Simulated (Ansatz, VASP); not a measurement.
**One calculation of KI, two programs**

INCAR

```
SYSTEM = KI
PREC = Accurate
ENCUT = 500
EDIFF = 1E-6
ISMEAR = 0
SIGMA = 0.01
LREAL = .FALSE.
LASPH = .TRUE.
NELM = 120
ALGO = Normal
ISIF = 2
LWAVE = .FALSE.
LCHARG = .TRUE.
GGA = PE
LELF = .TRUE.
LVHAR = .TRUE.
NBANDS = 15
GGA_COMPAT = .FALSE.
```

File KPOINTS:

```
Automatic mesh
0
G
  4 4 4
  0 0 0
```

POSCAR

```
KI
1.0
    0.0000000000      3.5616830187      3.5616830187
    3.5616830187      0.0000000000      3.5616830187
    3.5616830187      3.5616830187      0.0000000000
K I
1 1
Direct
    0.0000000000      0.0000000000      0.0000000000
    0.5000000000      0.5000000000      0.5000000000
```

Input for Ansatz:

```yaml
crystal:
  lattice:
    - [3.405206653356738e-18, 3.561683018658372, 3.561683018658372]
    - [3.561683018658372, 3.4052066533567387e-18, 3.561683018658372]
    - [3.561683018658372, 3.561683018658372, 0.0]
  atoms:
    - { symbol: K, position: [1.256050156567625e-32, -3.675109717364532e-32, -1.5351724135826526e-32] }
    - { symbol: I, position: [0.5, 0.5, 0.5] }
basis:
  ecutwfc: 462.593566181796
kpoints:
  mp_grid:
    grid: [4, 4, 4]
scf:
  convergence:
    dr2_threshold: 1.0e-08
  occupations:
    method: fixed
output:
  forces: true
  stress: true
```

Alike in both runs: task single point; functional PBE; k mesh 4 × 4 × 4; no spin polarisation.

|  | VASP | Ansatz |
| --- | --- | --- |
| version | VASP 6.6.1 | Ansatz 0.2.0 |
| potentials or method | VASP PAW PBE potentials, release 64 (K_sv, I), cutoff 500 eV | plane waves, PAW |
| occupations | gaussian, width 0.01 eV | fixed |
| valence electrons in the cell | 16 | 26 |

```csv
,VASP,Ansatz,Ansatz less VASP
pressure (GPa),0.3,0.3,-0.03
```

VASP's potentials hold 16 valence electrons a cell and Ansatz's 26, so a difference there can come from the potentials and not from the codes. Ansatz's warnings: stress scf threshold loose.

Spin-orbit coupling is off throughout.
